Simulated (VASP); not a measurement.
# Sb (R-3m) in VASP: further runs, part 3 of 3

VASP 6.6.1. The steps go on from the part before.

## (5) Electric field gradients, PBE (zz strain of +3 %)

INCAR

```
SYSTEM = Sb
PREC = Accurate
ENCUT = 520
EDIFF = 1E-8
ISMEAR = -1
SIGMA = 0.05
LREAL = .FALSE.
LASPH = .TRUE.
NELM = 100
ALGO = Normal
ISIF = 2
LWAVE = .FALSE.
LCHARG = .FALSE.
GGA = PE
LEFG = .TRUE.
NBANDS = 12
```

KPOINTS

```
regular mesh
0
G
  9 9 9
  0 0 0
```

POSCAR

```
Sb
1.0
    2.1506003320      1.2416496806      3.8563200000
   -2.1506003320      1.2416496806      3.8563200000
    0.0000000000     -2.4832993611      3.8563200000
Sb
2
Direct
    0.2336400000      0.2336400000      0.2336400000
    0.7663600000      0.7663600000      0.7663600000
```

Potentials or basis: VASP PAW PBE potentials, release 64 (Sb).

Command:

```sh
$ cat potpaw_PBE.64/Sb/POTCAR > POTCAR
$ mpirun -np 1 vasp_std > vasp.out
```

OUTCAR:

```text
SYSTEM = Sb
   PREC = Accurate
   ENCUT = 520
   EDIFF = 1E-8
   ISMEAR = -1
   LREAL = .FALSE.
   LASPH = .TRUE.
   NELM = 100
   ISIF = 2
   GGA = PE

 ion  position               nearest neighbor table
   1  0.234  0.234  0.234-   2 2.93   2 2.93   2 2.93   2 3.39   2 3.39   2 3.39
   2  0.766  0.766  0.766-   1 2.93   1 2.93   1 2.93   1 3.39   1 3.39   1 3.39

  LATTYP: Found a trigonal (rhomboedric) cell.
 ALAT       =     4.5867177436
 COS(alpha) =     0.5603112216

  Lattice vectors:

 A1 = (   2.1506003320,   1.2416496806,   3.8563200000)
 A2 = (  -2.1506003320,   1.2416496806,   3.8563200000)
 A3 = (   0.0000000000,  -2.4832993611,   3.8563200000)

Analysis of symmetry for initial positions (statically):
=====================================================================
 Subroutine PRICEL returns:
 Original cell was already a primitive cell.

 Routine SETGRP: Setting up the symmetry group for a
 trigonal (rhombohedral) supercell.

 Subroutine GETGRP returns: Found 12 space group operations
 (whereof 12 operations were pure point group operations)
 out of a pool of 12 trial point group operations.

The static configuration has the point symmetry D_3d.

Analysis of symmetry for dynamics (positions and initial velocities):
=====================================================================
 Subroutine PRICEL returns:
 Original cell was already a primitive cell.

 Routine SETGRP: Setting up the symmetry group for a
 trigonal (rhombohedral) supercell.

 Subroutine GETGRP returns: Found 12 space group operations
 (whereof 12 operations were pure point group operations)
 out of a pool of 12 trial point group operations.

The dynamic configuration has the point symmetry D_3d.

 Subroutine INISYM returns: Found 12 space group operations
 (whereof 12 operations are pure point group operations),
 and found     1 'primitive' translations

----------------------------------------------------------------------------------------

                                     Primitive cell

  volume of cell :      61.7850

  direct lattice vectors                    reciprocal lattice vectors
     2.150600332  1.241649681  3.856320000     0.232493222  0.134230024  0.086438193
    -2.150600332  1.241649681  3.856320000    -0.232493222  0.134230024  0.086438193
     0.000000000 -2.483299361  3.856320000     0.000000000 -0.268460048  0.086438193

  length of vectors
     4.586717744  4.586717744  4.586717744     0.282032549  0.282032549  0.282032549

  position of ions in fractional coordinates (direct lattice)
     0.233640000  0.233640000  0.233640000
     0.766360000  0.766360000  0.766360000

  ion indices of the primitive-cell ions
   primitive index   ion index
                 1           1
                 2           2

----------------------------------------------------------------------------------------

 KPOINTS: regular mesh

Automatic generation of k-mesh.
 Grid dimensions read from file:
 generate k-points for:    9    9    9
[... 81 lines left out ...]
   IALGO  =     38    algorithm
   IMIX   =      4    mixing-type and parameters
     AMIX     =   0.40;   BMIX     =  1.00
     AMIX_MAG =   1.60;   BMIX_MAG =  1.00
  volume/ion in A,a.u.               =      30.89       208.47
  Fermi-wavevector in a.u.,A,eV,Ry     =   0.892169  1.685955 10.829768  0.795966
  Thomas-Fermi vector in A             =   2.014083
   LORBIT       =      0    0 simple, 1 ext, 2 COOP (PROOUT), +10 PAW based schemes
   GGA     = PE    functional components
   LHFCALC =     F    Hartree Fock is set to
   AEXX    =    0.0000 exact exchange contribution
   IVDW    =     0    specifies the selected vdW correction
   LEPSILON=     F    determine dielectric tensor
   LRPA    =     F    only Hartree local field effects (RPA)
 non-spin polarized calculation
  energy-cutoff  :      520.00
  volume of cell :       61.79
 maximum number of plane-waves:      1680
 NGX is ok and might be reduce to    36
   NGX = 17   NGY = 17   NGZ = 17

 number of electron      10.0000000 magnetization

 Free energy of the ion-electron system (eV)
  ---------------------------------------------------
  ext. energy  EPLUGINS =         0.00000000
  ---------------------------------------------------
  free energy    TOTEN  =        -8.26892962 eV

  energy without entropy =       -8.26675676  energy(sigma->0) =       -8.26784319

 E-fermi :   7.0181     XC(G=0):  -9.4315

 val. band max:        6.9940099272   @ k =   0.3333   0.2222   0.2222
 cond. band min:       7.0541640431   @ k =   0.4444  -0.0000  -0.0000
 fundamental gap:      0.0601541159
 Fermi energy:         7.0180608051

 k-point     1 :       0.0000    0.0000    0.0000
  band No.  band energies     occupation
      1      -5.5477      2.00000
      2       2.0542      2.00000
      3       4.8057      2.00000
      4       5.3593      2.00000
      5       5.3593      2.00000
      6       9.0670      0.00000
      7       9.6538      0.00000
      8       9.6538      0.00000
      9      12.2238      0.00000
     10      12.2246      0.00000
     11      12.2246      0.00000
     12      13.6914      0.00000
[... 331 lines left out ...]
 k-point    24 :       0.4444    0.4444   -0.0000
  band No.  band energies     occupation
      1      -3.3961      2.00000
      2      -0.8726      2.00000
      3       1.8724      2.00000
      4       3.3453      2.00000
      5       3.5838      2.00000
      6       8.6605      0.00000
      7      11.6744      0.00000
      8      12.3364      0.00000
      9      13.1731      0.00000
     10      15.4851      0.00000
     11      16.5984      0.00000
     12      17.5227      0.00000

 [... further k-points ...]

------------------------ aborting loop because EDIFF is reached ----------------------------------------

  FORCE on cell =-STRESS in cart. coord.  units (eV):
  Direction    XX          YY          ZZ          XY          YZ          ZX
  --------------------------------------------------------------------------------------
  -------------------------------------------------------------------------------------
  Total        0.7833064      0.7833064      0.2729500      0.0000000      0.0000000      0.0000000
  in kB       20.3123029     20.3123029      7.0780013      0.0000000      0.0000000      0.0000000
  external PRESSURE =      15.9008690 kB  Pullay stress =       0.0000000 kB

 VOLUME and BASIS-vectors are now :
 -----------------------------------------------------------------------------
  energy-cutoff  :      520.00
  volume of cell :       61.79
      direct lattice vectors                 reciprocal lattice vectors
     2.150600332  1.241649681  3.856320000     0.232493222  0.134230024  0.086438193
    -2.150600332  1.241649681  3.856320000    -0.232493222  0.134230024  0.086438193
     0.000000000 -2.483299361  3.856320000     0.000000000 -0.268460048  0.086438193

 POSITION                                       TOTAL-FORCE (eV/Angst)
 -----------------------------------------------------------------------------------
      0.00000      0.00000      2.70297         0.000000      0.000000      0.042386
      0.00000      0.00000      8.86599         0.000000     -0.000000     -0.042386
 -----------------------------------------------------------------------------------
    total drift:                                0.000000     -0.000000      0.000000

  FREE ENERGIE OF THE ION-ELECTRON SYSTEM (eV)
  ---------------------------------------------------
  free  energy   TOTEN  =        -8.2689296151 eV

  energy  without entropy=       -8.2667567612  energy(sigma->0) =       -8.26784319

 Electric field gradients (V/A^2)
---------------------------------------------------------------------
 ion       V_xx      V_yy      V_zz      V_xy      V_xz      V_yz
---------------------------------------------------------------------
   1      18.141    18.141   -36.281    -0.000    -0.000    -0.000
   2      18.141    18.141   -36.281    -0.000    -0.000    -0.000
---------------------------------------------------------------------

 Electric field gradients after diagonalization (V/A^2)
 (convention: |V_zz| > |V_xx| > |V_yy|)
----------------------------------------------------------------------
 ion       V_xx      V_yy      V_zz     asymmetry (V_yy - V_xx)/ V_zz
----------------------------------------------------------------------
   1      18.141    18.141   -36.281       0.000
   2      18.141    18.141   -36.281       0.000
----------------------------------------------------------------------

           NMR quadrupolar parameters

 Cq : quadrupolar parameter    Cq=e*Q*V_zz/h
 eta: asymmetry parameters     (V_yy - V_xx)/ V_zz
 Q  : nuclear electric quadrupole moment in mb (millibarn)
----------------------------------------------------------------------
 ion       Cq(MHz)       eta       Q (mb)
----------------------------------------------------------------------
   1      -0.088       0.000       1.000
   2      -0.088       0.000       1.000
----------------------------------------------------------------------
```

OSZICAR:

```text
N       E                     dE             d eps       ncg     rms          rms(c)
DAV:   1     0.348867191560E+02    0.34887E+02   -0.35810E+03  2040   0.654E+02
DAV:   2    -0.619999369799E+01   -0.41087E+02   -0.39636E+02  2664   0.107E+02
DAV:   3    -0.825145700689E+01   -0.20515E+01   -0.20372E+01  2536   0.262E+01
DAV:   4    -0.826968527648E+01   -0.18228E-01   -0.18227E-01  2320   0.296E+00
DAV:   5    -0.826991092691E+01   -0.22565E-03   -0.22565E-03  2548   0.366E-01    0.292E+00
DAV:   6    -0.826911696542E+01    0.79396E-03   -0.23307E-03  2388   0.328E-01    0.176E+00
DAV:   7    -0.826876605227E+01    0.35091E-03   -0.58179E-03  2416   0.504E-01    0.798E-02
DAV:   8    -0.826889947823E+01   -0.13343E-03   -0.15626E-04  2488   0.773E-02    0.226E-02
DAV:   9    -0.826892812979E+01   -0.28652E-04   -0.36955E-05  2368   0.357E-02    0.451E-03
DAV:  10    -0.826892917619E+01   -0.10464E-05   -0.26043E-06  2464   0.914E-03    0.137E-03
DAV:  11    -0.826892940284E+01   -0.22664E-06   -0.34294E-07  2408   0.352E-03    0.860E-04
DAV:  12    -0.826892961812E+01   -0.21528E-06   -0.35920E-08  2456   0.102E-03    0.209E-04
DAV:  13    -0.826892961512E+01    0.29961E-08   -0.63091E-09  1812   0.492E-04
   1 F= -.82689296E+01 E0= -.82678432E+01  d E =-.217285E-02
```

stdout:

```text
POSCAR found type information on POSCAR Sb
 POSCAR found :  1 types and       2 ions
 scaLAPACK will be used
 LDA part: xc-table for (Slater+PW92), standard interpolation
 POSCAR, INCAR and KPOINTS ok, starting setup
 FFT: planning ... GRIDC
 FFT: planning ... GRID_SOFT
 FFT: planning ... GRID
 WAVECAR not read
 entering main loop
ion   1

ion   2
```

Wall time 86 s (1 thread of AMD EPYC 7R43 (Zen 3), shared host); peak memory 0.19 GiB.

What came out:

```
Free energy            : -8.2689 eV
Pressure               : 1.6 GPa
Largest force          : 0.042 eV/Å
Band gap on the k mesh : 0.06 eV, indirect (least direct gap 0.53 eV)
```

Forces on the atoms (eV/Å):
```
Sb   0.000  0.000  0.042
Sb   0.000  0.000 -0.042
```

Electric field gradients, principal values (V/Å²):
| atom | least | middle | greatest (by size) |
| --- | --- | --- | --- |
| 1 Sb | 18.141 | 18.141 | -36.281 |
| 2 Sb | 18.141 | 18.141 | -36.281 |

Caveat: the cell differs from its parent crystal (zz strain of +3 %); without QUAD_EFG the Cq values of the log hold for a quadrupole moment of 1 mb, not for the nuclei; spin-orbit coupling is left out, which moves the levels of the heavy elements. A k mesh can miss the band edges.

## (6) Overview

```csv
level,cell,gap on the mesh (eV),pressure (GPa),largest force (eV/Å)
PBEsol,"a = 4.552 Å, angles 57.2°, 2 atoms",0.14,-1.6,-
r2SCAN,"a = 4.493 Å, angles 57.2°, 2 atoms",0.05,2.2,0.09
PBE,"a = 4.506 Å, angles 57.6°, 2 atoms",0.13,1.9,0.15
PBE,"a = 4.587 Å, angles 55.9°, 2 atoms",0.06,1.6,0.04
```

Alike in all rows: task electric field gradients; potentials or basis VASP PAW PBE potentials, release 64 (Sb); no spin polarisation; k mesh 9 × 9 × 9; cutoff (eV) 520; smearing fermi-dirac 0.05 eV.

Caveats: spin-orbit coupling is left out, which moves the levels of the heavy elements; the PAW data sets were made with another functional, which shifts forces and pressure a little (some runs).

Absolute energies hang on the potentials; compare differences alone.
